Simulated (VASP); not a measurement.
# MgS (P-6m2) in VASP: a series of runs

Runs on MgS. Level: PBE. Tasks: relaxation of cell and atoms, single point.

Everything below comes from runs of VASP 6.6.1. Logs are shortened: lines on timing, memory, paths and dates and some standing lists are left out, and cuts for length are marked.

## Step 1: The cell of the first run

Symmetry: P-6m2, No. 187, hexagonal system. Conventional cell: a = 3.391 Å, b = 3.391 Å, c = 3.301 Å, α = 90.00°, β = 90.00°, γ = 120.00°. Within 3.4 Å of Mg (site symmetry -6m2) lie 6 S at 2.56 Å and 8 Mg at 3.30 to 3.39 Å. Within 3.4 Å of S (site symmetry -6m2) lie 6 Mg at 2.56 Å and 8 S at 3.30 to 3.39 Å.

## Step 2: Relaxation of cell and atoms, PBE

INCAR reads:

```
PREC     = Accurate       # precision mode
ENCUT    = 600            # plane-wave cutoff, eV
EDIFF    = 1E-6           # SCF threshold, eV
ISMEAR   = 0              # smearing method
SIGMA    = 0.1            # smearing width, eV
LREAL    = F              # projectors in reciprocal space
LASPH    = T              # aspherical terms in the spheres
NELM     = 80             # most SCF steps
ALGO     = Normal         # electronic algorithm
ISIF     = 3              # what is computed and relaxed
LWAVE    = F              # write WAVECAR
LCHARG   = F              # write CHGCAR
GGA      = PE             # functional
IBRION   = 2              # ionic algorithm
NSW      = 90             # ionic steps
EDIFFG   = -0.04          # ionic threshold
```

KPOINTS reads:

```
regular mesh
0
Gamma
  6 6 6
```

POSCAR reads:

```
MgS
1.0
    3.3908764300      0.0000000000      0.0000000000
   -1.6954382200      2.9365851300      0.0000000000
    0.0000000000      0.0000000000      3.3011706400
Mg S
1 1
Direct
    0.6666666700      0.3333333300      0.5000000000
    0.0000000000      0.0000000000      0.0000000000
```

Potentials or basis: VASP PAW PBE potentials, release 64 (Mg, S).

Started as:

```console
cat potpaw_PBE.64/Mg/POTCAR potpaw_PBE.64/S/POTCAR > POTCAR
mpirun -np 1 vasp_std > vasp.out
```

OUTCAR:

```text
PREC = Accurate
   ENCUT = 600
   EDIFF = 1E-6
   ISMEAR = 0
   LREAL = F
   LASPH = T
   NELM = 80
   ISIF = 3
   GGA = PE
   IBRION = 2
   NSW = 90
   EDIFFG = -0.04

 ion  position               nearest neighbor table
   1  0.667  0.333  0.500-   2 2.56   2 2.56   2 2.56   2 2.56   2 2.56   2 2.56
   2  0.000  0.000  0.000-   1 2.56   1 2.56   1 2.56   1 2.56   1 2.56   1 2.56

  LATTYP: Found a hexagonal cell.
 ALAT       =     3.3908764300
 C/A-ratio  =     0.9735449546

  Lattice vectors:

 A1 = (   3.3908764300,   0.0000000000,   0.0000000000)
 A2 = (  -1.6954382200,   2.9365851300,   0.0000000000)
 A3 = (   0.0000000000,   0.0000000000,   3.3011706400)

Analysis of symmetry for initial positions (statically):
=====================================================================
 Subroutine PRICEL returns:
 Original cell was already a primitive cell.

 Routine SETGRP: Setting up the symmetry group for a
 hexagonal supercell.

 Subroutine GETGRP returns: Found 12 space group operations
 (whereof 12 operations were pure point group operations)
 out of a pool of 24 trial point group operations.

The static configuration has the point symmetry D_3h.

Analysis of symmetry for dynamics (positions and initial velocities):
=====================================================================
 Subroutine PRICEL returns:
 Original cell was already a primitive cell.

 Routine SETGRP: Setting up the symmetry group for a
 hexagonal supercell.

 Subroutine GETGRP returns: Found 12 space group operations
 (whereof 12 operations were pure point group operations)
 out of a pool of 24 trial point group operations.

The dynamic configuration has the point symmetry D_3h.

 Subroutine INISYM returns: Found 12 space group operations
 (whereof 12 operations are pure point group operations),
 and found     1 'primitive' translations

----------------------------------------------------------------------------------------

                                     Primitive cell

  volume of cell :      32.8717

  direct lattice vectors                    reciprocal lattice vectors
     3.390876430  0.000000000  0.000000000     0.294909007  0.170265795  0.000000000
    -1.695438220  2.936585130  0.000000000     0.000000000  0.340531589  0.000000000
     0.000000000  0.000000000  3.301170640     0.000000000  0.000000000  0.302922844

  length of vectors
     3.390876430  3.390876433  3.301170640     0.340531589  0.340531589  0.302922844

  position of ions in fractional coordinates (direct lattice)
     0.666666670  0.333333330  0.500000000
     0.000000000  0.000000000  0.000000000

  ion indices of the primitive-cell ions
   primitive index   ion index
                 1           1
                 2           2

----------------------------------------------------------------------------------------

 KPOINTS: regular mesh

Automatic generation of k-mesh.
 Grid dimensions read from file:
 generate k-points for:    6    6    6

 Generating k-lattice:

  Cartesian coordinates                     Fractional coordinates (reciprocal lattice)
     0.049151501  0.028377632  0.000000000     0.166666667  0.000000000  0.000000000
     0.000000000  0.056755265  0.000000000     0.000000000  0.166666667  0.000000000
     0.000000000  0.000000000  0.050487141     0.000000000  0.000000000  0.166666667

  Length of vectors
     0.056755265  0.056755265  0.050487141

  Shift w.r.t. Gamma in fractional coordinates (k-lattice)
     0.000000000  0.000000000  0.000000000

 Subroutine IBZKPT returns following result:
 ===========================================

 Found     28 irreducible k-points:

 Following reciprocal coordinates:
            Coordinates               Weight
  0.000000  0.000000  0.000000      1.000000
  0.166667  0.000000  0.000000      6.000000
  0.333333  0.000000  0.000000      6.000000
  0.500000 -0.000000  0.000000      3.000000
  0.166667  0.166667  0.000000      6.000000
  0.333333  0.166667  0.000000     12.000000
[... 16 lines left out ...]
  0.166667  0.000000  0.500000      6.000000
  0.333333  0.000000  0.500000      6.000000
 [... further k-points ...]
   k-points           NKPTS =     28   k-points in BZ     NKDIM =     28   number of bands    NBANDS=      8
   number of dos      NEDOS =    301   number of ions     NIONS =      2
   total plane-waves  NPLWV =  21952
   dimension x,y,z NGX =    28 NGY =   28 NGZ =   28
   dimension x,y,z NGXF=    56 NGYF=   56 NGZF=   56
   ions per type =               1   1
   NGX,Y,Z   is equivalent  to a cutoff of  13.73, 13.73, 14.10 a.u.
   NGXF,Y,Z  is equivalent  to a cutoff of  27.46, 27.46, 28.20 a.u.
 SYSTEM =  unknown system
   PREC   = accura    normal or accurate (medium, high low for compatibility)
   ISTART =      0    job   : 0-new  1-cont  2-samecut
   ICHARG =      2    charge: 1-file 2-atom 10-const
   ISPIN  =      1    spin polarized calculation?
   LNONCOLLINEAR =      F non collinear calculations
   LSORBIT =      F    spin-orbit coupling
   LASPH  =      T    aspherical Exc in radial PAW
   ENCUT  =  600.0 eV  44.10 Ry    6.64 a.u.   6.77  6.77  6.59*2*pi/ulx,y,z
   NELM   =     80;   NELMIN=  2; NELMDL= -5     # of ELM steps
   EDIFF  = 0.1E-05   stopping-criterion for ELM
   LREAL  =      F    real-space projection
   EDIFFG = -.4E-01   stopping-criterion for IOM
   NSW    =     90    number of steps for IOM
   IBRION =      2    ionic relax: 0-MD 1-quasi-New 2-CG
   NFREE  =      1    steps in history (QN), initial steepest desc. (CG)
   ISIF   =      3    stress and relaxation
   ISYM   =      2    0-nonsym 1-usesym 2-fastsym
   POTIM  = 0.5000    time-step for ionic-motion
   TEBEG  =    0.0;   TEEND  =   0.0 temperature during run
   PSTRESS=    0.0 pullay stress
   NELECT =       8.0000    total number of electrons
   NUPDOWN=      -1.0000    fix difference up-down
   EMIN   =  10.00;   EMAX   =-10.00  energy-range for DOS
   EFERMI =   0.00;   METHOD = LEGACY
   ISMEAR =     0;   SIGMA  =   0.10  broadening in eV -4-tet -1-fermi 0-gaus
   EFERMI_NEDOS =   21; number of points for ismear=-14 and -15
   IALGO  =     38    algorithm
   IMIX   =      4    mixing-type and parameters
     AMIX     =   0.40;   BMIX     =  1.00
     AMIX_MAG =   1.60;   BMIX_MAG =  1.00
  volume/ion in A,a.u.               =      16.44       110.91
  Fermi-wavevector in a.u.,A,eV,Ry     =   1.022109  1.931506 14.214106  1.044707
  Thomas-Fermi vector in A             =   2.155771
   LORBIT       =      0    0 simple, 1 ext, 2 COOP (PROOUT), +10 PAW based schemes
   GGA     = PE    functional components
   LHFCALC =     F    Hartree Fock is set to
   AEXX    =    0.0000 exact exchange contribution
   IVDW    =     0    specifies the selected vdW correction
   LEPSILON=     F    determine dielectric tensor
   LRPA    =     F    only Hartree local field effects (RPA)
 conjugate gradient relaxation of ions
 non-spin polarized calculation
 Gauss-broadening in eV      SIGMA  =   0.10
  energy-cutoff  :      600.00
  volume of cell :       32.87
 maximum number of plane-waves:      1117
 NGX is ok and might be reduce to    28
   NGX = 13   NGY = 13   NGZ = 13

--------------------------------------- Ionic step        1  -------------------------------------------

 number of electron       8.0000000 magnetization

 Free energy of the ion-electron system (eV)
  ---------------------------------------------------
  ext. energy  EPLUGINS =         0.00000000
  ---------------------------------------------------
  free energy    TOTEN  =        -7.82395497 eV

  energy without entropy =       -7.82395459  energy(sigma->0) =       -7.82395478

------------------------ aborting loop because EDIFF is reached ----------------------------------------

  FORCE on cell =-STRESS in cart. coord.  units (eV):
  Direction    XX          YY          ZZ          XY          YZ          ZX
  --------------------------------------------------------------------------------------
  -------------------------------------------------------------------------------------
  Total        2.8938075      2.8938075      0.4495693     -0.0000000     -0.0000000      0.0000000
  in kB      141.0449952    141.0449952     21.9121358     -0.0000002     -0.0000000      0.0000000
  external PRESSURE =     101.3340421 kB  Pullay stress =       0.0000000 kB
[... 21 lines left out ...]
  energy  without entropy=       -7.8239545908  energy(sigma->0) =       -7.82395478

--------------------------------------- Ionic step        2  -------------------------------------------

 number of electron       7.9999999 magnetization

 E-fermi :   4.2340     XC(G=0):  -9.3421

 val. band max:        3.7873828208   @ k =   0.3333   0.3333   0.0000
 cond. band min:       4.9641572315   @ k =   0.5000  -0.0000   0.5000
 fundamental gap:      1.1767744106
 Fermi energy:         4.2340235193

 k-point     1 :       0.0000    0.0000    0.0000
  band No.  band energies     occupation
      1      -9.1367      2.00000
      2       3.0307      2.00000
      3       3.0592      2.00000
      4       3.0592      2.00000
      5       5.7278      0.00000
      6       9.2223      0.00000
      7      10.8888      0.00000
      8      10.8888      0.00000
[... 243 lines left out ...]
 k-point    24 :       0.3333    0.0000    0.5000
  band No.  band energies     occupation
      1      -7.4926      2.00000
      2      -0.7971      2.00000
      3       0.8650      2.00000
      4       3.0775      2.00000
      5       6.0533      0.00000
      6       9.7302      0.00000
      7      10.4212      0.00000
      8      11.8821      0.00000

 [... further k-points ...]
[... 5 lines left out ...]
  --------------------------------------------------------------------------------------
  -------------------------------------------------------------------------------------
  Total       -0.2516015     -0.2516015     -0.5846414      0.0000000      0.0000000      0.0000000
  in kB      -10.6000979    -10.6000979    -24.6312346      0.0000000      0.0000000      0.0000000
  external PRESSURE =     -15.2771435 kB  Pullay stress =       0.0000000 kB
[... 129 lines left out ...]
  energy  without entropy=       -7.9958896879  energy(sigma->0) =       -7.99588969

--------------------------------------- Ionic step        6  -------------------------------------------

 number of electron       7.9999999 magnetization

 Free energy of the ion-electron system (eV)
  ---------------------------------------------------
  ext. energy  EPLUGINS =         0.00000000
  ---------------------------------------------------
  free energy    TOTEN  =        -7.99608620 eV

  energy without entropy =       -7.99608620  energy(sigma->0) =       -7.99608620

 E-fermi :   4.4264     XC(G=0):  -9.4187

 val. band max:        4.0058867806   @ k =   0.3333   0.3333   0.0000
 cond. band min:       5.1331655754   @ k =   0.5000  -0.0000   0.5000
 fundamental gap:      1.1272787948
 Fermi energy:         4.4263537645

 k-point     1 :       0.0000    0.0000    0.0000
  band No.  band energies     occupation
      1      -9.0799      2.00000
      2       3.1835      2.00000
      3       3.1835      2.00000
      4       3.2454      2.00000
      5       6.0302      0.00000
      6       9.3632      0.00000
      7      11.0336      0.00000
      8      11.0336      0.00000
[... 243 lines left out ...]
 k-point    24 :       0.3333    0.0000    0.5000
  band No.  band energies     occupation
      1      -7.3606      2.00000
      2      -0.7219      2.00000
      3       0.9721      2.00000
      4       3.2183      2.00000
      5       6.2288      0.00000
      6       9.9004      0.00000
      7      10.6026      0.00000
      8      12.1687      0.00000

 [... further k-points ...]
[... 5 lines left out ...]
  --------------------------------------------------------------------------------------
  -------------------------------------------------------------------------------------
  Total       -0.0416845     -0.0416845     -0.0155873      0.0000000     -0.0000000      0.0000000
  in kB       -1.7911720     -1.7911720     -0.6697824      0.0000000     -0.0000000      0.0000000
  external PRESSURE =      -1.4173755 kB  Pullay stress =       0.0000000 kB
[... 17 lines left out ...]
  FREE ENERGIE OF THE ION-ELECTRON SYSTEM (eV)
  ---------------------------------------------------
  free  energy   TOTEN  =        -7.9960861976 eV

  energy  without entropy=       -7.9960861976  energy(sigma->0) =       -7.99608620

 reached required accuracy - stopping structural energy minimisation
```

Run time: 66 s. Hardware: 1 thread of Intel Xeon 8259CL, shared host; peak memory 0.16 GiB.

Results:

```yaml
Free_energy: -7.9961 eV
Relaxed_volume: 18.64 Å³/atom
Relaxed_cell: a = 3.610 Å, b = 3.610 Å, c = 3.303 Å, α = 90.00°, β = 90.00°, γ = 120.00°
Space_group_after_relaxing_to_0.05_Å: P-6m2 (No. 187)
Energy_gained_by_relaxing: 86.1 meV/atom
Ionic_steps: 6
Pressure_after_relaxing: -0.1 GPa
Band_gap_on_the_k_mesh: 1.13 eV, indirect (least direct gap 2.10 eV)
```

Step by step:
```tsv
step	energy change (eV)	largest force (eV/Å)	pressure (GPa)	volume (Å³)
1	0.0000	0.0000	10.13	32.87
2	-0.1676	0.0000	-1.53	38.03
3	-0.1698	0.0000	-0.55	37.42
4	-0.1698	0.0000	-0.71	37.52
5	-0.1719	0.0000	0.04	37.22
6	-0.1721	0.0000	-0.14	37.29
```

Final structure:
```
CELL_PARAMETERS angstrom
3.61043 0.00000 0.00000
-1.80522 3.12673 0.00000
0.00000 0.00000 3.30292
ATOMIC_POSITIONS crystal
Mg 0.66667 0.33333 0.50000
S 0.00000 0.00000 0.00000
```

## Step 3: Single point, PBE

This run uses another cell than the first one, of 18.65 Å³/atom, 1.135 times its volume.

INCAR reads:

```
SYSTEM = MgS
PREC = Accurate ; ENCUT = 520
EDIFF = 1E-6 ; ISMEAR = 0
SIGMA = 0.02 ; LREAL = .FALSE.
LASPH = .TRUE. ; NELM = 80
ALGO = Normal ; ISIF = 2
LWAVE = .FALSE. ; LCHARG = .FALSE.
GGA = PE ; NBANDS = 11
```

KPOINTS reads:

```
Automatic mesh
0
G
  12 12 8
  0 0 0
```

POSCAR reads:

```
MgS
1.0
    3.6099927449      0.0000000000      0.0000000000
   -1.8049963725      3.1263454246      0.0000000000
    0.0000000000      0.0000000000      3.3049537847
Mg S
1 1
Direct
    0.6666666667      0.3333333333      0.5000000000
    0.0000000000      0.0000000000      0.0000000000
```

Potentials or basis: VASP PAW PBE potentials, release 64 (Mg, S).

Started as:

```console
cat potpaw_PBE.64/Mg/POTCAR potpaw_PBE.64/S/POTCAR > POTCAR
mpirun -np 1 vasp_std > vasp.out
```

Wall time 65 s (1 thread of Intel Xeon 8259CL, shared host); peak memory 0.18 GiB.

It converged, with:

| Item | Value |
| --- | --- |
| Free energy | -8.0022 eV |
| Pressure | -0.2 GPa |
| Band gap on the k mesh | 1.14 eV, indirect (least direct gap 2.10 eV) |

Stress tensor (GPa, compression positive):
```
-0.22  0.00  0.00
 0.00 -0.22  0.00
 0.00  0.00 -0.29
```

Levels at points of the mesh, in eV from the valence-band top:
```csv
k point,band 1,band 2,band 3,band 4,band 5,band 6,band 7,band 8
"(0.00, 0.00, 0.00)",-13.08,-0.81,-0.81,-0.76,2.03,5.36,7.04,7.04
"(0.50, 0.00, 0.00)",-12.01,-5.23,-1.78,-0.09,3.04,6.54,7.83,8.53
"(0.00, 0.00, 0.50)",-11.98,-5.74,-0.10,-0.10,5.37,6.91,8.25,8.25
"(0.50, 0.00, 0.50)",-11.11,-4.22,-3.78,-0.97,1.14,5.52,6.29,7.77
```

A k mesh can miss the band edges. A hybrid or GW would open this gap; PBE tends to underestimate it.

[end of part 1 of 2]
